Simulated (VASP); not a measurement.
# SrTiO3 (P2/m) in VASP: single point with r2SCAN+U

Aim: the single point of SrTiO3 with r2SCAN+U.

Everything below comes from runs of VASP 6.6.1. Logs are shortened: lines on timing, memory, paths and dates and some standing lists are left out, and cuts for length are marked.

### 1 The cell of the first run

The typed cell holds 5 atoms: a = 3.918 Å, b = 3.918 Å, c = 3.925 Å, α = 90.00°, β = 86.57°, γ = 90.00°.

### 2 Single point, r2SCAN+U (shear of c along a, cell held: +6.0 %)

Input file POSCAR:

```
SrTiO3
1.0
    3.9177112476      0.0000000000      0.0000000000
    0.0000000000      3.9177112476      0.0000000000
    0.2350626749      0.0000000000      3.9177112476
Sr Ti O
1 1 3
Direct
    0.0000000000      0.0000000000      0.0000000000
    0.5000000000      0.5000000000      0.5000000000
    0.5000000000      0.0000000000      0.5000000000
    0.5000000000      0.5000000000      0.0000000000
    0.0000000000      0.5000000000      0.5000000000
```

Input file INCAR.step1:

```
ALGO = Normal
EDIFF = 1E-5
ENCUT = 910
GGA = PE
GGA_COMPAT = False
ISMEAR = 0
LASPH = True
LCHARG = False
LDAU = True
LDAUJ = 0 0 0
LDAUL = -1 2 -1
LDAUTYPE = 2
LDAUU = 0 4 0
LMAXMIX = 4
LREAL = False
LWAVE = True
NBANDS = 28
NELM = 200
PREC = Accurate
SIGMA = 0.02
```

Input file INCAR.step2:

```
ALGO = Normal
EDIFF = 1E-6
ENCUT = 910
GGA_COMPAT = False
ISIF = 2
ISMEAR = 0
ISTART = 1
LASPH = True
LCHARG = False
LDAU = True
LDAUJ = 0 0 0
LDAUL = -1 2 -1
LDAUPRINT = 1
LDAUTYPE = 2
LDAUU = 0 4 0
LMAXMIX = 4
LMIXTAU = True
LREAL = False
LWAVE = False
METAGGA = R2SCAN
NBANDS = 28
NELM = 200
PREC = Accurate
SIGMA = 0.02
```

Input file KPOINTS:

```
k-points
0
Gamma
  6 6 6
```

Potentials or basis: VASP PAW PBE potentials, release 64 (Sr_sv, Ti_sv, O_h).

The run is started by

```bash
$ cat potpaw_PBE.64/Sr_sv/POTCAR potpaw_PBE.64/Ti_sv/POTCAR potpaw_PBE.64/O_h/POTCAR > POTCAR
$ cp INCAR.step1 INCAR
$ mpirun -np 1 vasp_std > vasp.out
$ cp INCAR.step2 INCAR
$ mpirun -np 1 vasp_std > vasp.out
```

OUTCAR:

```text
EDIFF = 1E-6
   ENCUT = 910
   ISIF = 2
   ISMEAR = 0
   ISTART = 1
   LASPH = True
   LREAL = False
   METAGGA = R2SCAN
   NELM = 200
   PREC = Accurate

 ion  position               nearest neighbor table
   1  0.000  0.000  0.000-   3 2.69   3 2.69   4 2.77   4 2.77   4 2.77   4 2.77   5 2.77   5 2.77
                             5 2.77   5 2.77   3 2.85   3 2.85   2 3.33   2 3.33   2 3.33   2 3.33
   2  0.500  0.500  0.500-   3 1.96   5 1.96   3 1.96   5 1.96   4 1.96   4 1.96   1 3.33   1 3.33
                             1 3.33   1 3.33   1 3.46   1 3.46   1 3.46   1 3.46
   3  0.500  0.000  0.500-   2 1.96   2 1.96   1 2.69   1 2.69   1 2.85   1 2.85
   4  0.500  0.500  0.000-   2 1.96   2 1.96   1 2.77   1 2.77   1 2.77   1 2.77
   5  0.000  0.500  0.500-   2 1.96   2 1.96   1 2.77   1 2.77   1 2.77   1 2.77

  LATTYP: Found a simple monoclinic cell.
 ALAT       =     3.9177112476
 B/A-ratio  =     1.0000000000
 C/A-ratio  =     1.0017983829
 COS(beta)  =    -0.0598922907

  Lattice vectors:

 A1 = (   3.9177112476,   0.0000000000,   0.0000000000)
 A2 = (   0.0000000000,  -3.9177112476,   0.0000000000)
 A3 = (  -0.2350626749,   0.0000000000,  -3.9177112476)

Analysis of symmetry for initial positions (statically):
=====================================================================
 Subroutine PRICEL returns:
 Original cell was already a primitive cell.

 Routine SETGRP: Setting up the symmetry group for a
 simple monoclinic supercell.

 Subroutine GETGRP returns: Found  4 space group operations
 (whereof  4 operations were pure point group operations)
 out of a pool of  4 trial point group operations.

The static configuration has the point symmetry C_2h.

Analysis of symmetry for dynamics (positions and initial velocities):
=====================================================================
 Subroutine PRICEL returns:
 Original cell was already a primitive cell.

 Routine SETGRP: Setting up the symmetry group for a
 simple monoclinic supercell.

 Subroutine GETGRP returns: Found  4 space group operations
 (whereof  4 operations were pure point group operations)
 out of a pool of  4 trial point group operations.

The dynamic configuration has the point symmetry C_2h.

 Subroutine INISYM returns: Found  4 space group operations
 (whereof  4 operations are pure point group operations),
 and found     1 'primitive' translations

----------------------------------------------------------------------------------------

                                     Primitive cell

  volume of cell :      60.1308

  direct lattice vectors                    reciprocal lattice vectors
     3.917711248  0.000000000  0.000000000     0.255251073  0.000000000 -0.015315064
     0.000000000  3.917711248  0.000000000     0.000000000  0.255251073  0.000000000
     0.235062675  0.000000000  3.917711248     0.000000000  0.000000000  0.255251073

  length of vectors
     3.917711248  3.917711248  3.924756793     0.255710112  0.255251073  0.255251073

  position of ions in fractional coordinates (direct lattice)
     0.000000000  0.000000000  0.000000000
     0.500000000  0.500000000  0.500000000
     0.500000000  0.000000000  0.500000000
     0.500000000  0.500000000  0.000000000
     1.000000000  0.500000000  0.500000000

  ion indices of the primitive-cell ions
   primitive index   ion index
                 1           1
                 2           2
                 3           3
                 4           4
                 5           5

----------------------------------------------------------------------------------------

 KPOINTS: k-points

Automatic generation of k-mesh.
 Grid dimensions read from file:
 generate k-points for:    6    6    6

 Generating k-lattice:

  Cartesian coordinates                     Fractional coordinates (reciprocal lattice)
     0.042541846  0.000000000 -0.002552511     0.166666667  0.000000000  0.000000000
     0.000000000  0.042541846  0.000000000     0.000000000  0.166666667  0.000000000
     0.000000000  0.000000000  0.042541846     0.000000000  0.000000000  0.166666667

  Length of vectors
     0.042618352  0.042541846  0.042541846

  Shift w.r.t. Gamma in fractional coordinates (k-lattice)
     0.000000000  0.000000000  0.000000000

 Subroutine IBZKPT returns following result:
 ===========================================

 Found     80 irreducible k-points:

 Following reciprocal coordinates:
            Coordinates               Weight
  0.000000  0.000000  0.000000      1.000000
  0.166667  0.000000  0.000000      2.000000
  0.333333  0.000000  0.000000      2.000000
  0.500000  0.000000  0.000000      1.000000
  0.000000  0.166667  0.000000      2.000000
  0.166667  0.166667  0.000000      4.000000
[... 16 lines left out ...]
  0.000000  0.166667  0.166667      4.000000
  0.166667  0.166667  0.166667      4.000000
 [... further k-points ...]
   k-points           NKPTS =     80   k-points in BZ     NKDIM =     80   number of bands    NBANDS=     28
   number of dos      NEDOS =    301   number of ions     NIONS =      5
   total plane-waves  NPLWV =  64000
   dimension x,y,z NGX =    40 NGY =   40 NGZ =   40
   dimension x,y,z NGXF=    80 NGYF=   80 NGZF=   80
   ions per type =               1   1   3
   NGX,Y,Z   is equivalent  to a cutoff of  16.97, 16.97, 16.94 a.u.
   NGXF,Y,Z  is equivalent  to a cutoff of  33.95, 33.95, 33.89 a.u.
 SYSTEM =  unknown system
   PREC   = accura    normal or accurate (medium, high low for compatibility)
   ISTART =      1    job   : 0-new  1-cont  2-samecut
   ICHARG =      0    charge: 1-file 2-atom 10-const
   ISPIN  =      1    spin polarized calculation?
   LNONCOLLINEAR =      F non collinear calculations
   LSORBIT =      F    spin-orbit coupling
   LASPH  =      T    aspherical Exc in radial PAW
   ENCUT  =  910.0 eV  66.88 Ry    8.18 a.u.   9.64  9.64  9.65*2*pi/ulx,y,z
   NELM   =    200;   NELMIN=  2; NELMDL=  0     # of ELM steps
   EDIFF  = 0.1E-05   stopping-criterion for ELM
   LREAL  =      F    real-space projection
   EDIFFG = 0.1E-04   stopping-criterion for IOM
   NSW    =      0    number of steps for IOM
   IBRION =     -1    ionic relax: 0-MD 1-quasi-New 2-CG
   NFREE  =      0    steps in history (QN), initial steepest desc. (CG)
   ISIF   =      2    stress and relaxation
   ISYM   =      2    0-nonsym 1-usesym 2-fastsym
   POTIM  = 0.5000    time-step for ionic-motion
   TEBEG  =    0.0;   TEEND  =   0.0 temperature during run
   PSTRESS=    0.0 pullay stress
   NELECT =      40.0000    total number of electrons
   NUPDOWN=      -1.0000    fix difference up-down
   EMIN   =  10.00;   EMAX   =-10.00  energy-range for DOS
   EFERMI =   0.00;   METHOD = LEGACY
   ISMEAR =     0;   SIGMA  =   0.02  broadening in eV -4-tet -1-fermi 0-gaus
   EFERMI_NEDOS =   21; number of points for ismear=-14 and -15
   IALGO  =     38    algorithm
   IMIX   =      4    mixing-type and parameters
     AMIX     =   0.40;   BMIX     =  1.00
     AMIX_MAG =   1.60;   BMIX_MAG =  1.00
  volume/ion in A,a.u.               =      12.03        81.16
  Fermi-wavevector in a.u.,A,eV,Ry     =   1.429099  2.700606 27.787516  2.042325
  Thomas-Fermi vector in A             =   2.549090
   LORBIT       =      0    0 simple, 1 ext, 2 COOP (PROOUT), +10 PAW based schemes
 LDA+U is selected, type is set to LDAUTYPE =  2
   angular momentum for each species LDAUL =    -1    2   -1
   U (eV)           for each species LDAUU =   0.0  4.0  0.0
   J (eV)           for each species LDAUJ =   0.0  0.0  0.0
   METAGGA = R2SCAN    functional components
   LHFCALC =     F    Hartree Fock is set to
   AEXX    =    0.0000 exact exchange contribution
   IVDW    =     0    specifies the selected vdW correction
   LEPSILON=     F    determine dielectric tensor
   LRPA    =     F    only Hartree local field effects (RPA)
 non-spin polarized calculation
 Gauss-broadening in eV      SIGMA  =   0.02
  energy-cutoff  :      910.00
  volume of cell :       60.13
 maximum number of plane-waves:      3772
 NGX is ok and might be reduce to    40
   NGX = 19   NGY = 19   NGZ = 19

atom =   2  type =  2  l = 2

 onsite density matrix

spin component  1

  0.0947 -0.0005  0.0000  0.0000  0.0000
 -0.0005  0.0944  0.0000  0.0000  0.0000
  0.0000  0.0000  0.2473  0.0103 -0.0001
  0.0000  0.0000  0.0103  0.0954 -0.0004
  0.0000  0.0000 -0.0001 -0.0004  0.2491

spin component  2

  0.0947 -0.0005  0.0000  0.0000  0.0000
 -0.0005  0.0944  0.0000  0.0000  0.0000
  0.0000  0.0000  0.2473  0.0103 -0.0001
  0.0000  0.0000  0.0103  0.0954 -0.0004
  0.0000  0.0000 -0.0001 -0.0004  0.2491

 occupancies and eigenvectors

  o =  0.0940  v = -0.5912 -0.8065  0.0000  0.0000  0.0000  0.0000  0.0000  0.0000  0.0000  0.0000      0.0000  0.0000  0.0000  0.0000  0.0000  0.0000  0.0000  0.0000  0.0000  0.0000
  o =  0.0940  v =  0.0000  0.0000  0.0000  0.0000  0.0000 -0.5912 -0.8065  0.0000  0.0000  0.0000      0.0000  0.0000  0.0000  0.0000  0.0000  0.0000  0.0000  0.0000  0.0000  0.0000
  o =  0.0947  v =  0.0000  0.0000 -0.0673  0.9977  0.0026  0.0000  0.0000  0.0000  0.0000  0.0000      0.0000  0.0000  0.0000  0.0000  0.0000  0.0000  0.0000  0.0000  0.0000  0.0000
  o =  0.0947  v =  0.0000  0.0000  0.0000  0.0000  0.0000  0.0000  0.0000 -0.0673  0.9977  0.0026      0.0000  0.0000  0.0000  0.0000  0.0000  0.0000  0.0000  0.0000  0.0000  0.0000
  o =  0.0951  v =  0.0000  0.0000  0.0000  0.0000  0.0000 -0.8065  0.5912  0.0000  0.0000  0.0000      0.0000  0.0000  0.0000  0.0000  0.0000  0.0000  0.0000  0.0000  0.0000  0.0000
  o =  0.0951  v = -0.8065  0.5912  0.0000  0.0000  0.0000  0.0000  0.0000  0.0000  0.0000  0.0000      0.0000  0.0000  0.0000  0.0000  0.0000  0.0000  0.0000  0.0000  0.0000  0.0000
  o =  0.2480  v =  0.0000  0.0000  0.9889  0.0663  0.1326  0.0000  0.0000  0.0000  0.0000  0.0000      0.0000  0.0000  0.0000  0.0000  0.0000  0.0000  0.0000  0.0000  0.0000  0.0000
  o =  0.2480  v =  0.0000  0.0000  0.0000  0.0000  0.0000  0.0000  0.0000  0.9889  0.0663  0.1326      0.0000  0.0000  0.0000  0.0000  0.0000  0.0000  0.0000  0.0000  0.0000  0.0000
  o =  0.2491  v =  0.0000  0.0000  0.0000  0.0000  0.0000  0.0000  0.0000 -0.1321 -0.0115  0.9912      0.0000  0.0000  0.0000  0.0000  0.0000  0.0000  0.0000  0.0000  0.0000  0.0000
  o =  0.2491  v =  0.0000  0.0000 -0.1321 -0.0115  0.9912  0.0000  0.0000  0.0000  0.0000  0.0000      0.0000  0.0000  0.0000  0.0000  0.0000  0.0000  0.0000  0.0000  0.0000  0.0000

 number of electron      40.0000008 magnetization

 Free energy of the ion-electron system (eV)
  ---------------------------------------------------
  ext. energy  EPLUGINS =         0.00000000
  ---------------------------------------------------
  free energy    TOTEN  =       -60.65423481 eV

  energy without entropy =      -60.65423481  energy(sigma->0) =      -60.65423481

 E-fermi :   4.6376     XC(G=0): -11.8870

 val. band max:        4.3344519379   @ k =   0.5000   0.5000   0.5000
 cond. band min:       6.9946714747   @ k =   0.0000   0.0000   0.0000
 fundamental gap:      2.6602195367
 Fermi energy:         4.6375517215

 k-point     1 :       0.0000    0.0000    0.0000
  band No.  band energies     occupation
      1     -55.4491      2.00000
      2     -30.6153      2.00000
      3     -30.5906      2.00000
      4     -30.5595      2.00000
      5     -29.6153      2.00000
      6     -14.1613      2.00000
[... 20 lines left out ...]
     27      10.2546      0.00000
     28      11.1933      0.00000

 k-point     2 :       0.1667    0.0000    0.0000
  band No.  band energies     occupation
      1     -55.4487      2.00000
      2     -30.6264      2.00000
      3     -30.5899      2.00000
      4     -30.5671      2.00000
      5     -29.6067      2.00000
      6     -14.1601      2.00000
[... 674 lines left out ...]
 k-point    24 :       0.1667    0.1667    0.1667
  band No.  band energies     occupation
      1     -55.4480      2.00000
      2     -30.6295      2.00000
      3     -30.6080      2.00000
      4     -30.5779      2.00000
      5     -29.5953      2.00000
      6     -14.0414      2.00000
[... 20 lines left out ...]
     27      11.4286      0.00000
     28      12.4628      0.00000

 [... further k-points ...]

------------------------ aborting loop because EDIFF is reached ----------------------------------------

  FORCE on cell =-STRESS in cart. coord.  units (eV):
  Direction    XX          YY          ZZ          XY          YZ          ZX
  --------------------------------------------------------------------------------------
  -------------------------------------------------------------------------------------
  Total        1.0982916      1.1784354      1.2507754      0.0000000      0.0000000     -2.7496611
  in kB       29.2638178     31.3992359     33.3267242      0.0000000      0.0000000    -73.2643134
  external PRESSURE =      31.3299260 kB  Pullay stress =       0.0000000 kB

 VOLUME and BASIS-vectors are now :
 -----------------------------------------------------------------------------
  energy-cutoff  :      910.00
  volume of cell :       60.13
      direct lattice vectors                 reciprocal lattice vectors
     3.917711248  0.000000000  0.000000000     0.255251073  0.000000000 -0.015315064
     0.000000000  3.917711248  0.000000000     0.000000000  0.255251073  0.000000000
     0.235062675  0.000000000  3.917711248     0.000000000  0.000000000  0.255251073

 POSITION                                       TOTAL-FORCE (eV/Angst)
 -----------------------------------------------------------------------------------
      0.00000      0.00000      0.00000        -0.000000      0.000000      0.000000
      2.07639      1.95886      1.95886        -0.000000      0.000000      0.000000
      2.07639      0.00000      1.95886        -0.000000      0.000000      0.000000
      1.95886      1.95886      0.00000        -0.000000      0.000000      0.000000
      0.11753      1.95886      1.95886         0.000000      0.000000      0.000000
 -----------------------------------------------------------------------------------
    total drift:                               -0.000000      0.000000     -0.000000

  FREE ENERGIE OF THE ION-ELECTRON SYSTEM (eV)
  ---------------------------------------------------
  free  energy   TOTEN  =       -60.6542348066 eV

  energy  without entropy=      -60.6542348066  energy(sigma->0) =      -60.65423481
```

It took 6.4 min on 1 thread of Intel Xeon 6975P-C (Granite Rapids), shared host; peak memory 0.48 GiB.

Results:

```
Free energy            : -60.6542 eV
Pressure               : 3.1 GPa
Band gap on the k mesh : 2.66 eV (least direct gap 2.95 eV)
```

Eigenvalues of the final occupation matrices:
```tsv
site	spin	trace	eigenvalues
site 2 d	1	0.78	0.09 0.09 0.10 0.25 0.25
site 2 d	2	0.78	0.09 0.09 0.10 0.25 0.25
```

Caveat: the cell differs from its parent crystal (shear of c along a, cell held: +6.0 %); the cutoff is under 1.25 times the usual one of these potentials, so pressure, stress and relaxed cells hold a basis-set (Pulay) error; the cell stands under pressure; the PAW data sets were made with another functional, which shifts forces and pressure a little. A k mesh can miss the band edges.
